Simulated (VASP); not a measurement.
# CaSe (I-4m2) in VASP: a series of runs, part 2 of 2

VASP 6.6.1.

## (5) Single point, LDA (strain +0.030 along x and y, +0.015 along z)

Input file INCAR:

```
SYSTEM = CaSe
PREC = Accurate ; ENCUT = 520
EDIFF = 1E-6 ; ISMEAR = 0
SIGMA = 0.05 ; LREAL = .FALSE.
LASPH = .TRUE. ; NELM = 60
ALGO = Normal ; ISIF = 2
LWAVE = .FALSE. ; LCHARG = .TRUE.
GGA = CA ; LELF = .TRUE.
LVHAR = .TRUE. ; NBANDS = 15
```

Input file KPOINTS:

```
Automatic mesh
0
G
  6 6 6
  0 0 0
```

Input file POSCAR:

```
CaSe
1.0
    0.0000000000      3.3990000000      3.3495000000
    3.3990000000      0.0000000000      3.3495000000
    3.3990000000      3.3990000000      0.0000000000
Ca Se
1 1
Direct
    0.0000000000      0.0000000000      0.0000000000
    0.7500000000      0.7500000000      0.7500000000
```

Potentials or basis: VASP PAW LDA potentials, release 64 (Ca_sv, Se).

Started as:

```console
cat potpaw_LDA.64/Ca_sv/POTCAR potpaw_LDA.64/Se/POTCAR > POTCAR
mpirun -np 1 vasp_std > vasp.out
```

OUTCAR:

```text
SYSTEM = CaSe
   PREC = Accurate
   ENCUT = 520
   EDIFF = 1E-6
   ISMEAR = 0
   LREAL = .FALSE.
   LASPH = .TRUE.
   NELM = 60
   ISIF = 2
   GGA = CA

 ion  position               nearest neighbor table
   1  0.000  0.000  0.000-   2 2.93   2 2.93   2 2.93   2 2.93
   2  0.750  0.750  0.750-   1 2.93   1 2.93   1 2.93   1 2.93

  LATTYP: Found a body centered tetragonal cell.
 ALAT       =     4.8069118985
 C/A-ratio  =     1.3936182192

  Lattice vectors:

 A1 = (   0.0000000000,  -3.3990000000,  -3.3495000000)
 A2 = (   0.0000000000,   3.3990000000,  -3.3495000000)
 A3 = (   3.3990000000,   0.0000000000,   3.3495000000)

Analysis of symmetry for initial positions (statically):
=====================================================================
 Subroutine PRICEL returns:
 Original cell was already a primitive cell.

 Routine SETGRP: Setting up the symmetry group for a
 body centered tetragonal supercell.

 Subroutine GETGRP returns: Found  8 space group operations
 (whereof  8 operations were pure point group operations)
 out of a pool of 16 trial point group operations.

The static configuration has the point symmetry D_2d.

Analysis of symmetry for dynamics (positions and initial velocities):
=====================================================================
 Subroutine PRICEL returns:
 Original cell was already a primitive cell.

 Routine SETGRP: Setting up the symmetry group for a
 body centered tetragonal supercell.

 Subroutine GETGRP returns: Found  8 space group operations
 (whereof  8 operations were pure point group operations)
 out of a pool of 16 trial point group operations.

The dynamic configuration has the point symmetry D_2d.

 Subroutine INISYM returns: Found  8 space group operations
 (whereof  8 operations are pure point group operations),
 and found     1 'primitive' translations

[... 115 lines left out ...]
  volume/ion in A,a.u.               =      38.70       261.14
  Fermi-wavevector in a.u.,A,eV,Ry     =   0.968005  1.829263 12.749105  0.937033
  Thomas-Fermi vector in A             =   2.097938
   LORBIT       =      0    0 simple, 1 ext, 2 COOP (PROOUT), +10 PAW based schemes
   GGA     = CA    functional components
   LHFCALC =     F    Hartree Fock is set to
   AEXX    =    0.0000 exact exchange contribution
   IVDW    =     0    specifies the selected vdW correction
   LEPSILON=     F    determine dielectric tensor
   LRPA    =     F    only Hartree local field effects (RPA)
 non-spin polarized calculation
 Gauss-broadening in eV      SIGMA  =   0.05
  energy-cutoff  :      520.00
  volume of cell :       77.39
 maximum number of plane-waves:      2102
   NGX = 17   NGY = 17   NGZ = 17

 number of electron      16.0000001 magnetization

 Free energy of the ion-electron system (eV)
  ---------------------------------------------------
  ext. energy  EPLUGINS =         0.00000000
  ---------------------------------------------------
  free energy    TOTEN  =        -9.69488904 eV

  energy without entropy =       -9.69488904  energy(sigma->0) =       -9.69488904

 E-fermi :  -0.5584     XC(G=0):  -7.6795

 val. band max:       -0.8060550635   @ k =  -0.3333   0.0000   0.1667
 cond. band min:       1.8584814892   @ k =   0.0000   0.0000   0.0000
 fundamental gap:      2.6645365527
 Fermi energy:        -0.5584301188

 k-point     1 :       0.0000    0.0000    0.0000
  band No.  band energies     occupation
      1     -39.7881      2.00000
      2     -21.0799      2.00000
      3     -21.0757      2.00000
      4     -21.0757      2.00000
      5     -11.0827      2.00000
      6      -0.8900      2.00000
      7      -0.8900      2.00000
      8      -0.8719      2.00000
      9       1.8585      0.00000
     10       4.1642      0.00000
     11       4.2268      0.00000
     12       5.9597      0.00000
     13       5.9597      0.00000
     14       6.0164      0.00000
[... 401 lines left out ...]
      2     -21.1040      2.00000
      3     -21.0890      2.00000
      4     -21.0838      2.00000
      5     -10.8349      2.00000
      6      -1.8593      2.00000
      7      -1.0484      2.00000
      8      -0.8483      2.00000
      9       2.7452      0.00000
     10       3.8976      0.00000
     11       4.5728      0.00000
     12       5.0515      0.00000
     13       5.1343      0.00000
     14       6.0959      0.00000
     15       7.4523      0.00000

 [... further k-points ...]
[... 5 lines left out ...]
  --------------------------------------------------------------------------------------
  -------------------------------------------------------------------------------------
  Total       -2.0908380     -2.0908380     -2.0154856      0.0000000      0.0000000      0.0000000
  in kB      -43.2831294    -43.2831294    -41.7232354      0.0000000      0.0000000      0.0000000
  external PRESSURE =     -42.7631647 kB  Pullay stress =       0.0000000 kB

 VOLUME and BASIS-vectors are now :
 -----------------------------------------------------------------------------
  energy-cutoff  :      520.00
  volume of cell :       77.39
      direct lattice vectors                 reciprocal lattice vectors
     0.000000000  3.399000000  3.349500000    -0.147102089  0.147102089  0.149276011
     3.399000000  0.000000000  3.349500000     0.147102089 -0.147102089  0.149276011
     3.399000000  3.399000000  0.000000000     0.147102089  0.147102089 -0.149276011

 POSITION                                       TOTAL-FORCE (eV/Angst)
 -----------------------------------------------------------------------------------
      0.00000      0.00000      0.00000        -0.000000     -0.000000     -0.000000
      5.09850      5.09850      5.02425         0.000000      0.000000      0.000000
 -----------------------------------------------------------------------------------
    total drift:                                0.000000      0.000000      0.000000

  FREE ENERGIE OF THE ION-ELECTRON SYSTEM (eV)
  ---------------------------------------------------
  free  energy   TOTEN  =        -9.6948890385 eV

  energy  without entropy=       -9.6948890385  energy(sigma->0) =       -9.69488904
```

OSZICAR:

```text
N       E                     dE             d eps       ncg     rms          rms(c)
DAV:   1     0.103912412787E+03    0.10391E+03   -0.70435E+03   900   0.931E+02
DAV:   2    -0.440543533084E+01   -0.10832E+03   -0.10303E+03  1131   0.222E+02
DAV:   3    -0.989625787496E+01   -0.54908E+01   -0.54469E+01  1313   0.477E+01
DAV:   4    -0.102097555688E+02   -0.31350E+00   -0.31326E+00  1331   0.956E+00
DAV:   5    -0.102122149302E+02   -0.24594E-02   -0.24592E-02  1274   0.102E+00    0.456E+00
DAV:   6    -0.976015336709E+01    0.45206E+00   -0.61674E-01  1089   0.334E+00    0.252E+00
DAV:   7    -0.969772725900E+01    0.62426E-01   -0.18314E-01  1173   0.220E+00    0.102E+00
DAV:   8    -0.969512163466E+01    0.26056E-02   -0.26179E-02  1082   0.118E+00    0.197E-01
DAV:   9    -0.969460304543E+01    0.51859E-03   -0.26853E-03  1159   0.382E-01    0.104E-01
DAV:  10    -0.969488339395E+01   -0.28035E-03   -0.39529E-04   991   0.123E-01    0.238E-02
DAV:  11    -0.969488919744E+01   -0.58035E-05   -0.12887E-04  1159   0.598E-02    0.683E-03
DAV:  12    -0.969488903851E+01    0.15893E-06   -0.43538E-06  1187   0.145E-02
   1 F= -.96948890E+01 E0= -.96948890E+01  d E =-.611710E-13
```

stdout:

```text
POSCAR found type information on POSCAR CaSe
 POSCAR found :  2 types and       2 ions
 scaLAPACK will be used
 LDA part: xc-table for (Slater(with rela. corr.)+CA(PZ))
 , standard interpolation
 POSCAR, INCAR and KPOINTS ok, starting setup
 FFT: planning ... GRIDC
 FFT: planning ... GRID_SOFT
 FFT: planning ... GRID
 WAVECAR not read
 entering main loop
```

It took 23 s on 1 thread of Intel Xeon Platinum 8259CL at 2.50GHz (Skylake/Cascade Lake), shared host; peak memory 0.19 GiB.

Results:

| Quantity | Value |
| --- | --- |
| Free energy | -9.6949 eV |
| Pressure | -4.3 GPa |
| Band gap on the k mesh | 2.66 eV, indirect (least direct gap 2.73 eV) |

Caveat: the cell differs from its parent crystal (strain +0.030 along x and y, +0.015 along z).

## (6) Overview

| cell | gap on the mesh (eV) | pressure (GPa) |
| --- | --- | --- |
| a = 4.702, b = 4.702, c = 4.667 Å, angles 60.2, 60.2, 59.5°, 2 atoms | 2.83 | -3.0 |
| a = 4.702, b = 4.702, c = 4.737 Å, angles 59.8, 59.8, 60.5°, 2 atoms | 2.79 | -3.3 |
| a = 4.772, b = 4.772, c = 4.737 Å, angles 60.2, 60.2, 59.5°, 2 atoms | 2.70 | -4.0 |
| a = 4.772, b = 4.772, c = 4.807 Å, angles 59.8, 59.8, 60.5°, 2 atoms | 2.66 | -4.3 |

Alike in all rows: task single point; level LDA; potentials or basis VASP PAW LDA potentials, release 64 (Ca_sv, Se); no spin polarisation; k mesh 6 × 6 × 6; cutoff (eV) 520; smearing gaussian 0.05 eV.

Absolute energies hang on the potentials; compare differences alone.
